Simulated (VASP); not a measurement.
# CdTe (F-43m) in VASP: settings compared, part 2 of 2

VASP 6.6.1.

## (3) Relaxation of cell and atoms, PBEsol

Contents of INCAR:

```
ALGO     = Normal         # electronic algorithm
EDIFF    = 1E-7           # SCF threshold, eV
EDIFFG   = -0.02          # ionic threshold
ENCUT    = 600            # plane-wave cutoff, eV
GGA      = PS             # functional
IBRION   = 2              # ionic algorithm
ISIF     = 3              # what is computed and relaxed
ISMEAR   = 0              # smearing method
LASPH    = T              # aspherical terms in the spheres
LCHARG   = F              # write CHGCAR
LREAL    = F              # projectors in reciprocal space
LWAVE    = F              # write WAVECAR
NELM     = 100            # most SCF steps
NSW      = 50             # ionic steps
PREC     = Accurate       # precision mode
SIGMA    = 0.01           # smearing width, eV
```

Contents of KPOINTS:

```
k-points
0
Gamma
  6 6 6
```

Contents of POSCAR:

```
CdTe
1.0
    4.5325540000      0.0000000000      0.0000000000
    2.2662770000      3.9253069080      0.0000000000
    2.2662770000      1.3084356360      3.7008148439
Cd Te
1 1
Direct
    0.0000000000      0.0000000000      0.0000000000
    0.2500000000      0.2500000000      0.2500000000
```

Potentials or basis: VASP PAW PBE potentials, release 64 (Cd, Te).

The run is started by

```sh
$ cat potpaw_PBE.64/Cd/POTCAR potpaw_PBE.64/Te/POTCAR > POTCAR
$ mpirun -np 1 vasp_std > vasp.out
```

OUTCAR:

```text
EDIFF = 1E-7
   EDIFFG = -0.02
   ENCUT = 600
   GGA = PS
   IBRION = 2
   ISIF = 3
   ISMEAR = 0
   LASPH = T
   LREAL = F
   NELM = 100
   NSW = 50
   PREC = Accurate

 ion  position               nearest neighbor table
   1  0.000  0.000  0.000-   2 2.78   2 2.78   2 2.78   2 2.78
   2  0.250  0.250  0.250-   1 2.78   1 2.78   1 2.78   1 2.78

  LATTYP: Found a face centered cubic cell.
 ALAT       =     6.4099993390

  Lattice vectors:

 A1 = (   4.5325540000,   0.0000000000,   0.0000000000)
 A2 = (   2.2662770000,   3.9253069080,   0.0000000000)
 A3 = (   2.2662770000,   1.3084356360,   3.7008148439)

Analysis of symmetry for initial positions (statically):
=====================================================================
 Subroutine PRICEL returns:
 Original cell was already a primitive cell.

 Routine SETGRP: Setting up the symmetry group for a
 face centered cubic supercell.

 Subroutine GETGRP returns: Found 24 space group operations
 (whereof 24 operations were pure point group operations)
 out of a pool of 48 trial point group operations.

The static configuration has the point symmetry T_d .

Analysis of symmetry for dynamics (positions and initial velocities):
=====================================================================
 Subroutine PRICEL returns:
 Original cell was already a primitive cell.

 Routine SETGRP: Setting up the symmetry group for a
 face centered cubic supercell.

 Subroutine GETGRP returns: Found 24 space group operations
 (whereof 24 operations were pure point group operations)
 out of a pool of 48 trial point group operations.

The dynamic configuration has the point symmetry T_d .

 Subroutine INISYM returns: Found 24 space group operations
 (whereof 24 operations are pure point group operations),
 and found     1 'primitive' translations

----------------------------------------------------------------------------------------

                                     Primitive cell

[... 95 lines left out ...]
   EFERMI =   0.00;   METHOD = LEGACY
   ISMEAR =     0;   SIGMA  =   0.01  broadening in eV -4-tet -1-fermi 0-gaus
   EFERMI_NEDOS =   21; number of points for ismear=-14 and -15
   IALGO  =     38    algorithm
   IMIX   =      4    mixing-type and parameters
     AMIX     =   0.40;   BMIX     =  1.00
     AMIX_MAG =   1.60;   BMIX_MAG =  1.00
  volume/ion in A,a.u.               =      32.92       222.17
  Fermi-wavevector in a.u.,A,eV,Ry     =   1.062497  2.007828 15.359613  1.128900
  Thomas-Fermi vector in A             =   2.197950
   LORBIT       =      0    0 simple, 1 ext, 2 COOP (PROOUT), +10 PAW based schemes
   GGA     = PS    functional components
   LHFCALC =     F    Hartree Fock is set to
   AEXX    =    0.0000 exact exchange contribution
   IVDW    =     0    specifies the selected vdW correction
   LEPSILON=     F    determine dielectric tensor
   LRPA    =     F    only Hartree local field effects (RPA)
 conjugate gradient relaxation of ions
 non-spin polarized calculation
 Gauss-broadening in eV      SIGMA  =   0.01
  energy-cutoff  :      600.00
  volume of cell :       65.84
 maximum number of plane-waves:      2215
   NGX = 19   NGY = 19   NGZ = 19

--------------------------------------- Ionic step        1  -------------------------------------------

 number of electron      17.9999995 magnetization

 Free energy of the ion-electron system (eV)
  ---------------------------------------------------
  ext. energy  EPLUGINS =         0.00000000
  ---------------------------------------------------
  free energy    TOTEN  =        -5.46806682 eV

  energy without entropy =       -5.46806682  energy(sigma->0) =       -5.46806682

------------------------ aborting loop because EDIFF is reached ----------------------------------------

  FORCE on cell =-STRESS in cart. coord.  units (eV):
  Direction    XX          YY          ZZ          XY          YZ          ZX
  --------------------------------------------------------------------------------------
  -------------------------------------------------------------------------------------
  Total        0.7540730      0.7540730      0.7540730      0.0000000     -0.0000000      0.0000000
  in kB       18.3488995     18.3488995     18.3488995      0.0000000     -0.0000000      0.0000000
  external PRESSURE =      18.3488995 kB  Pullay stress =       0.0000000 kB
[... 59 lines left out ...]
--------------------------------------- Ionic step        3  -------------------------------------------

 number of electron      17.9999998 magnetization

 Free energy of the ion-electron system (eV)
  ---------------------------------------------------
  ext. energy  EPLUGINS =         0.00000000
  ---------------------------------------------------
  free energy    TOTEN  =        -5.48294421 eV

  energy without entropy =       -5.48294421  energy(sigma->0) =       -5.48294421

 E-fermi :   2.2107     XC(G=0):  -8.7477

 val. band max:        2.1498769672   @ k =   0.0000   0.0000   0.0000
 cond. band min:       2.7889479957   @ k =   0.0000   0.0000   0.0000
 fundamental gap:      0.6390710285
 Fermi energy:         2.2106793886

 k-point     1 :       0.0000    0.0000    0.0000
  band No.  band energies     occupation
      1      -9.0208      2.00000
      2      -6.0858      2.00000
      3      -6.0858      2.00000
      4      -6.0858      2.00000
      5      -5.8264      2.00000
      6      -5.8264      2.00000
      7       2.1499      2.00000
      8       2.1499      2.00000
      9       2.1499      2.00000
     10       2.7889      0.00000
     11       6.6981      0.00000
     12       6.6981      0.00000
     13       6.6981      0.00000
[... 267 lines left out ...]
  FREE ENERGIE OF THE ION-ELECTRON SYSTEM (eV)
  ---------------------------------------------------
  free  energy   TOTEN  =        -5.4829442143 eV

  energy  without entropy=       -5.4829442143  energy(sigma->0) =       -5.48294421

 reached required accuracy - stopping structural energy minimisation
```

It took 40 s on 1 thread of Intel Xeon 6975P-C, shared host; peak memory 0.22 GiB.

What came out:

```yaml
Free_energy: -5.4829 eV
Relaxed_volume: 34.27 Å³/atom
Relaxed_cell: a = 4.594 Å, b = 4.594 Å, c = 4.594 Å, α = 60.00°, β = 60.00°, γ = 60.00°
Space_group_after_relaxing_to_0.05_Å: F-43m (No. 216)
Energy_gained_by_relaxing: 7.4 meV/atom
Ionic_steps: 3
Pressure_after_relaxing: 0.0 GPa
Band_gap_on_the_k_mesh: 0.64 eV, direct
```

The path:
```
step  energy change (eV)  largest force (eV/Å)  pressure (GPa)  volume (Å³)
   1              0.0000                0.0000            1.83        65.84
   2             -0.0132                0.0000           -0.55        69.50
   3             -0.0149                0.0000            0.00        68.55
```

Final structure:
```
Cd Te
1.0
     4.59372    0.00000    0.00000
     2.29686    3.97828    0.00000
     2.29686    1.32609    3.75076
Cd Te
1 1
Cartesian
  0.0000 0.0000 0.0000
  2.2969 1.3261 0.9377
```

Levels at points of the mesh, in eV from the valence-band top:
```csv
k point,band 6,band 7,band 8,band 9,band 10,band 11,band 12,band 13
"(0.00, 0.00, 0.00)",-7.98,0.00,0.00,0.00,0.64,4.55,4.55,4.55
"(0.50, 0.00, 0.00)",-7.64,-4.44,-0.77,-0.77,1.72,5.13,5.13,6.93
"(0.50, 0.50, 0.00)",-7.50,-4.32,-1.86,-1.86,2.50,2.60,8.68,9.03
```

Caveat: the PAW data sets were made with another functional, which shifts forces and pressure a little; spin-orbit coupling is left out, which moves the levels of the heavy elements. PBEsol gaps usually lie below the measured ones, often by a third to a half.
